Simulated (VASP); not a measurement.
# Cr (P6_3/mmc) in VASP: settings compared

Cr is run at these levels: B3LYP, PBEsol; tasks: single point.

Everything below comes from runs of VASP 6.6.1. Logs are shortened: lines on timing, memory, paths and dates and some standing lists are left out, and cuts for length are marked.

### Step 1. The cell of the first run

The structure is hexagonal, space group P6_3/mmc (No. 194). Conventional cell: a = 2.714 Å, b = 2.714 Å, c = 4.410 Å, α = 90.00°, β = 90.00°, γ = 120.00°. Cr (site symmetry -6m2) has 12 Cr at 2.71 Å within 3.6 Å.

This isn't the form of Cr at room conditions, which is bcc.

### Step 2. Single point, B3LYP, collinear spin, ferromagnetic start

The input, POSCAR:

```
Cr
1.0
    2.7140000000      0.0000000000      0.0000000000
   -1.3570000000      2.3503929459      0.0000000000
    0.0000000000      0.0000000000      4.4100000000
Cr
2
Direct
    0.6666666667      0.3333333333      0.7500000000
    0.3333333333      0.6666666667      0.2500000000
```

The input, INCAR.step1:

```
SYSTEM = Cr
PREC = Accurate ; ENCUT = 520
EDIFF = 1E-5 ; ISMEAR = -1
SIGMA = 0.05 ; LREAL = .FALSE.
LASPH = .TRUE. ; NELM = 200
ALGO = Normal ; ISIF = 2
LWAVE = .TRUE. ; ISPIN = 2
MAGMOM = 3 3 ; LORBIT = 11
LMAXMIX = 4 ; NBANDS = 25
GGA = PE ; GGA_COMPAT = .FALSE.
```

The input, INCAR.step2:

```
SYSTEM = Cr
PREC = Accurate ; ENCUT = 520
EDIFF = 1E-6 ; ISMEAR = -1
SIGMA = 0.05 ; LREAL = .FALSE.
LASPH = .TRUE. ; NELM = 200
ALGO = Normal ; ISIF = 2
LWAVE = .FALSE. ; LCHARG = .TRUE.
ISPIN = 2 ; MAGMOM = 3 3
LORBIT = 11 ; LMAXMIX = 4
GGA = B3 ; LHFCALC = .TRUE.
AEXX = 0.2 ; AGGAX = 0.72
AGGAC = 0.81 ; ALDAC = 0.19
PRECFOCK = Normal ; LELF = .TRUE.
LVHAR = .TRUE. ; NBANDS = 25
ISTART = 1 ; GGA_COMPAT = .FALSE.
```

The input, KPOINTS:

```
Automatic mesh
0
G
  6 6 3
  0 0 0
```

Potentials or basis: VASP PAW PBE potentials, release 64 (Cr_sv).

The run is started by

```bash
cat potpaw_PBE.64/Cr_sv/POTCAR > POTCAR
cp INCAR.step1 INCAR
mpirun -np 1 vasp_std > vasp.out
cp INCAR.step2 INCAR
mpirun -np 1 vasp_std > vasp.out
```

OUTCAR:

```text
SYSTEM = Cr
   PREC = Accurate
   ENCUT = 520
   EDIFF = 1E-6
   ISMEAR = -1
   LREAL = .FALSE.
   LASPH = .TRUE.
   NELM = 200
   ISIF = 2
   ISPIN = 2
   LORBIT = 11
   GGA = B3
   LHFCALC = .TRUE.
   AEXX = 0.2
   PRECFOCK = Normal
   ISTART = 1

 ion  position               nearest neighbor table
   1  0.667  0.333  0.750-   2 2.71   2 2.71   2 2.71   2 2.71   2 2.71   2 2.71
   2  0.333  0.667  0.250-   1 2.71   1 2.71   1 2.71   1 2.71   1 2.71   1 2.71

  LATTYP: Found a hexagonal cell.
 ALAT       =     2.7140000000
 C/A-ratio  =     1.6249078850

  Lattice vectors:

 A1 = (   2.7140000000,   0.0000000000,   0.0000000000)
 A2 = (  -1.3570000000,   2.3503929459,   0.0000000000)
 A3 = (   0.0000000000,   0.0000000000,   4.4100000000)

Analysis of symmetry for initial positions (statically):
=====================================================================
 Subroutine PRICEL returns:
 Original cell was already a primitive cell.

 Routine SETGRP: Setting up the symmetry group for a
 hexagonal supercell.

 Subroutine GETGRP returns: Found 24 space group operations
 (whereof 12 operations were pure point group operations)
 out of a pool of 24 trial point group operations.

The static configuration has the point symmetry D_3d.
 The point group associated with its full space group is D_6h.

Analysis of symmetry for dynamics (positions and initial velocities):
=====================================================================
 Subroutine PRICEL returns:
 Original cell was already a primitive cell.

 Routine SETGRP: Setting up the symmetry group for a
 hexagonal supercell.

 Subroutine GETGRP returns: Found 24 space group operations
 (whereof 12 operations were pure point group operations)
 out of a pool of 24 trial point group operations.

The dynamic configuration has the point symmetry D_3d.
 The point group associated with its full space group is D_6h.

Analysis of structural, dynamic, and magnetic symmetry:
=====================================================================
 Subroutine PRICEL returns:
 Original cell was already a primitive cell.

 Routine SETGRP: Setting up the symmetry group for a
 hexagonal supercell.

 Subroutine GETGRP returns: Found 24 space group operations
 (whereof 12 operations were pure point group operations)
 out of a pool of 24 trial point group operations.

The overall configuration has the point symmetry D_3d.
 The point group associated with its full space group is D_6h.

 Subroutine INISYM returns: Found 24 space group operations
 (whereof 12 operations are pure point group operations),
 and found     1 'primitive' translations

----------------------------------------------------------------------------------------

                                     Primitive cell

  volume of cell :      28.1312

  direct lattice vectors                    reciprocal lattice vectors
     2.714000000  0.000000000  0.000000000     0.368459838  0.212730387  0.000000000
    -1.357000000  2.350392946  0.000000000     0.000000000  0.425460773  0.000000000
     0.000000000  0.000000000  4.410000000     0.000000000  0.000000000  0.226757370

  length of vectors
     2.714000000  2.714000000  4.410000000     0.425460773  0.425460773  0.226757370

  position of ions in fractional coordinates (direct lattice)
     0.666666667  0.333333333  0.750000000
     0.333333333  0.666666667  0.250000000

  ion indices of the primitive-cell ions
   primitive index   ion index
                 1           1
                 2           2

----------------------------------------------------------------------------------------

 KPOINTS: Automatic mesh

Automatic generation of k-mesh.
 Grid dimensions read from file:
 generate k-points for:    6    6    3

 Generating k-lattice:

  Cartesian coordinates                     Fractional coordinates (reciprocal lattice)
     0.061409973  0.035455064  0.000000000     0.166666667  0.000000000  0.000000000
     0.000000000  0.070910129  0.000000000     0.000000000  0.166666667  0.000000000
     0.000000000  0.000000000  0.075585790     0.000000000  0.000000000  0.333333333

  Length of vectors
     0.070910129  0.070910129  0.075585790

  Shift w.r.t. Gamma in fractional coordinates (k-lattice)
     0.000000000  0.000000000  0.000000000

 Subroutine IBZKPT returns following result:
 ===========================================

 Found     14 irreducible k-points:

 Following reciprocal coordinates:
            Coordinates               Weight
  0.000000  0.000000  0.000000      1.000000
  0.166667 -0.000000  0.000000      6.000000
  0.333333 -0.000000  0.000000      6.000000
  0.500000 -0.000000  0.000000      3.000000
  0.166667  0.166667  0.000000      6.000000
  0.333333  0.166667  0.000000     12.000000
  0.333333  0.333333  0.000000      2.000000
  0.000000  0.000000  0.333333      2.000000
  0.166667 -0.000000  0.333333     12.000000
  0.333333 -0.000000  0.333333     12.000000
  0.500000 -0.000000  0.333333      6.000000
  0.166667  0.166667  0.333333     12.000000
  0.333333  0.166667  0.333333     24.000000
  0.333333  0.333333  0.333333      4.000000
   k-points           NKPTS =     14   k-points in BZ     NKDIM =    108   number of bands    NBANDS=     25
   number of dos      NEDOS =    301   number of ions     NIONS =      2
   total plane-waves  NPLWV =  14400
   dimension x,y,z NGX =    20 NGY =   20 NGZ =   36
   dimension x,y,z NGXF=    40 NGYF=   40 NGZF=   72
   ions per type =               2
   NGX,Y,Z   is equivalent  to a cutoff of  12.25, 12.25, 13.57 a.u.
   NGXF,Y,Z  is equivalent  to a cutoff of  24.50, 24.50, 27.14 a.u.
 SYSTEM =  Cr
   PREC   = accura    normal or accurate (medium, high low for compatibility)
   ISTART =      1    job   : 0-new  1-cont  2-samecut
   ICHARG =      0    charge: 1-file 2-atom 10-const
   ISPIN  =      2    spin polarized calculation?
   LNONCOLLINEAR =      F non collinear calculations
   LSORBIT =      F    spin-orbit coupling
   LASPH  =      T    aspherical Exc in radial PAW
   ENCUT  =  520.0 eV  38.22 Ry    6.18 a.u.   5.05  5.05  8.20*2*pi/ulx,y,z
   NELM   =    200;   NELMIN=  2; NELMDL=  0     # of ELM steps
   EDIFF  = 0.1E-05   stopping-criterion for ELM
   LREAL  =      F    real-space projection
   EDIFFG = 0.1E-04   stopping-criterion for IOM
   NSW    =      0    number of steps for IOM
   IBRION =     -1    ionic relax: 0-MD 1-quasi-New 2-CG
   NFREE  =      0    steps in history (QN), initial steepest desc. (CG)
   ISIF   =      2    stress and relaxation
   ISYM   =      3    0-nonsym 1-usesym 2-fastsym
   POTIM  = 0.5000    time-step for ionic-motion
   TEBEG  =    0.0;   TEEND  =   0.0 temperature during run
   PSTRESS=    0.0 pullay stress
   NELECT =      28.0000    total number of electrons
   NUPDOWN=      -1.0000    fix difference up-down
   EMIN   =  10.00;   EMAX   =-10.00  energy-range for DOS
   EFERMI =   0.00;   METHOD = LEGACY
   ISMEAR =    -1;   SIGMA  =   0.05  broadening in eV -4-tet -1-fermi 0-gaus
   EFERMI_NEDOS =   21; number of points for ismear=-14 and -15
   IALGO  =     38    algorithm
   IMIX   =      1    mixing-type and parameters
     AMIX     =   0.40;   BMIX     =  1.00
     AMIX_MAG =   1.60;   BMIX_MAG =  1.00
  volume/ion in A,a.u.               =      14.07        94.92
  Fermi-wavevector in a.u.,A,eV,Ry     =   1.634549  3.088849 36.351359  2.671750
  Thomas-Fermi vector in A             =   2.726169
   LORBIT       =     11    0 simple, 1 ext, 2 COOP (PROOUT), +10 PAW based schemes
   GGA     = B3    functional components
   LHFCALC =     T    Hartree Fock is set to
   PRECFOCK=normal    Normal, Fast or Accurate (Low or Medium for compatibility)
   ENCUT4O =  -1.0   cutoff for four orbital integrals eV
   NKREDX  =     1    reduce k-point grid by
   NKREDY  =     1    reduce k-point grid by
   NKREDZ  =     1    reduce k-point grid by
   AEXX    =    0.2000 exact exchange contribution
   HFSCREEN=    0.0000 screening length (either q_TF or 0.3 A-1)
   HFSCREENC=   0.0000 screening length for correlation (either q_TF or 0.3 A-1)
   ENCUTFOCK=  -1.0 apply spherical cutoff to Coloumb kernel
   IVDW    =     0    specifies the selected vdW correction
   LEPSILON=     F    determine dielectric tensor
   LRPA    =     F    only Hartree local field effects (RPA)
 spin polarized calculation
  energy-cutoff  :      520.00
  volume of cell :       28.13
 maximum number of plane-waves:       770
  NGX = 16; NGY = 16; NGZ = 28

 number of electron      27.9999990 magnetization       2.9818708

 Free energy of the ion-electron system (eV)
  ---------------------------------------------------
  ext. energy  EPLUGINS =         0.00000000
  ---------------------------------------------------
  free energy    TOTEN  =       -21.13151734 eV

  energy without entropy =      -21.12758800  energy(sigma->0) =      -21.12955267

 E-fermi :  10.9680     XC(G=0): -10.0846

 val. band max:       10.9511621601   @ k =   0.3333  -0.0000   0.3333
 cond. band min:      11.3171505671   @ k =   0.3333   0.3333   0.3333
 fundamental gap:      0.3659884070
 Fermi energy:        10.9680411147

 spin component 1

 k-point     1 :       0.0000    0.0000    0.0000
  band No.  band energies     occupation
      1     -65.6783      1.00000
      2     -65.5776      1.00000
      3     -35.9137      1.00000
      4     -35.7574      1.00000
      5     -35.7574      1.00000
      6     -35.6834      1.00000
[... 17 lines left out ...]
     24      32.9164      0.00000
     25      33.9331      0.00000

 k-point     2 :       0.1667   -0.0000    0.0000
  band No.  band energies     occupation
      1     -65.6563      1.00000
      2     -65.5675      1.00000
      3     -35.8634      1.00000
      4     -35.8632      1.00000
      5     -35.7911      1.00000
      6     -35.7893      1.00000
[... 17 lines left out ...]
     24      30.8445      0.00000
     25      32.2647      0.00000
[... 306 lines left out ...]
     24      26.0610      0.00000
     25      27.0650      0.00000

 k-point    14 :       0.3333    0.3333    0.3333
  band No.  band energies     occupation
      1     -65.5555      1.00000
      2     -65.5555      1.00000
      3     -36.0541      1.00000
      4     -36.0513      1.00000
      5     -36.0513      1.00000
      6     -35.9672      1.00000
[... 17 lines left out ...]
     24      22.0024      0.00000
     25      29.6655      0.00000
 Fermi energy:        10.9680411147

 spin component 2

 k-point     1 :       0.0000    0.0000    0.0000
  band No.  band energies     occupation
      1     -63.9209      1.00000
      2     -63.8176      1.00000
      3     -34.4251      1.00000
      4     -33.8368      1.00000
      5     -33.7153      1.00000
      6     -33.7153      1.00000
[... 17 lines left out ...]
     24      33.1724      0.00000
     25      34.7121      0.00000

 k-point     2 :       0.1667   -0.0000    0.0000
  band No.  band energies     occupation
      1     -63.8984      1.00000
      2     -63.8076      1.00000
      3     -34.3723      1.00000
      4     -33.8564      1.00000
      5     -33.8229      1.00000
      6     -33.7552      1.00000
[... 17 lines left out ...]
     24      31.3042      0.00000
     25      32.6457      0.00000
[... 306 lines left out ...]
     24      26.8749      0.00000
     25      27.6808      0.00000

 k-point    14 :       0.3333    0.3333    0.3333
  band No.  band energies     occupation
      1     -63.7959      1.00000
      2     -63.7959      1.00000
      3     -34.1631      1.00000
      4     -34.1631      1.00000
      5     -34.0151      1.00000
      6     -33.9277      1.00000
[... 17 lines left out ...]
     24      23.0212      0.00000
     25      30.2963      0.00000

------------------------ aborting loop because EDIFF is reached ----------------------------------------

  FORCE on cell =-STRESS in cart. coord.  units (eV):
  Direction    XX          YY          ZZ          XY          YZ          ZX
  --------------------------------------------------------------------------------------
  -------------------------------------------------------------------------------------
  Total       -4.3368845     -4.3368845     -4.0085545      0.0000000      0.0000000      0.0000000
  in kB     -247.0014679   -247.0014679   -228.3018685      0.0000000      0.0000000      0.0000000
  external PRESSURE =    -240.7682681 kB  Pullay stress =       0.0000000 kB

 VOLUME and BASIS-vectors are now :
 -----------------------------------------------------------------------------
  energy-cutoff  :      520.00
  volume of cell :       28.13
      direct lattice vectors                 reciprocal lattice vectors
     2.714000000  0.000000000  0.000000000     0.368459838  0.212730387  0.000000000
    -1.357000000  2.350392946  0.000000000     0.000000000  0.425460773  0.000000000
     0.000000000  0.000000000  4.410000000     0.000000000  0.000000000  0.226757370

 POSITION                                       TOTAL-FORCE (eV/Angst)
 -----------------------------------------------------------------------------------
      1.35700      0.78346      3.30750         0.000000      0.000000     -0.000000
     -0.00000      1.56693      1.10250        -0.000000     -0.000000      0.000000
 -----------------------------------------------------------------------------------
    total drift:                               -0.000000      0.000000      0.000000

  FREE ENERGIE OF THE ION-ELECTRON SYSTEM (eV)
  ---------------------------------------------------
  free  energy   TOTEN  =       -21.1315173429 eV

  energy  without entropy=      -21.1275880042  energy(sigma->0) =      -21.12955267

 total charge

# of ion       s       p       d       tot
------------------------------------------
    1        2.161   5.986   3.525  11.672
    2        2.161   5.986   3.525  11.672
--------------------------------------------------
tot          4.321  11.972   7.050  23.344

 magnetization (x)

# of ion       s       p       d       tot
------------------------------------------
    1       -0.001   0.006   1.311   1.316
    2       -0.001   0.006   1.311   1.316
--------------------------------------------------
tot         -0.003   0.013   2.623   2.632
```

Wall time 50 min (1 thread of Intel Xeon 6975P-C (Granite Rapids), shared host); peak memory 0.17 GiB.

Results:

```yaml
Free_energy: -21.1315 eV
Pressure: -24.1 GPa
Net_moment: 2.98 μB per cell
Site_moments: Cr +1.32 μB
Valence_electrons_inside_the_program's_atomic_spheres: Cr 11.67
```

Levels at points of the mesh, in eV from the Fermi level:
Spin up:
| k point | band 13 | band 14 | band 15 | band 16 | band 17 | band 18 |
| --- | --- | --- | --- | --- | --- | --- |
| (0.00, 0.00, 0.00) | -1.63 | -1.63 | -1.39 | -0.84 | -0.84 | 0.70 |
| (0.50, 0.00, 0.00) | -1.74 | -1.69 | -0.96 | 1.42 | 1.57 | 1.72 |
Spin down:
```tsv
k point	band 10	band 11	band 12	band 13	band 14	band 15
(0.00, 0.00, 0.00)	-4.09	-0.59	0.86	1.43	1.43	1.98
(0.50, 0.00, 0.00)	-3.03	-2.29	-1.32	0.98	1.29	1.49
```

Caveat: the k points lie up to 0.47 Å⁻¹ apart; the PAW data sets were made with another functional, which shifts forces and pressure a little.

### Step 3. Single point, PBEsol, collinear spin, zero start

The input, INCAR:

```
SYSTEM = Cr
PREC = Accurate ; ENCUT = 520
EDIFF = 1E-6 ; ISMEAR = -1
SIGMA = 0.05 ; LREAL = .FALSE.
LASPH = .TRUE. ; NELM = 150
ALGO = Normal ; ISIF = 2
LWAVE = .FALSE. ; LCHARG = .TRUE.
ISPIN = 2 ; MAGMOM = 0 0
LORBIT = 11 ; NUPDOWN = 0.0
LMAXMIX = 4 ; GGA = PS
LELF = .TRUE. ; LVHAR = .TRUE.
NBANDS = 23
```

The input, KPOINTS:

```
Automatic mesh
0
G
  9 9 5
  0 0 0
```

POSCAR is that of step 2.

Potentials or basis: VASP PAW PBE potentials, release 64 (Cr_pv).

The run is started by

```bash
cat potpaw_PBE.64/Cr_pv/POTCAR > POTCAR
mpirun -np 1 vasp_std > vasp.out
```

It took 20 s on 1 thread of Intel Xeon Platinum 8559C (Emerald Rapids), shared host; peak memory 0.16 GiB.

The run converged. Its results:

```
Free energy                                           : -18.8992 eV
Pressure                                              : -34.2 GPa
Net moment                                            : 0.00 μB per cell
Valence electrons inside the program's atomic spheres : Cr 10.71
```

Stress tensor (GPa, compression positive):
```
-37.34   0.00   0.00
  0.00 -37.34   0.00
  0.00   0.00 -27.93
```

Caveat: the stress differs along the axes, from -37 to -28 GPa; the PAW data sets were made with another functional, which shifts forces and pressure a little; the total moment is fixed, so each spin has its own Fermi level.

(Part 1 of 2 ends here.)
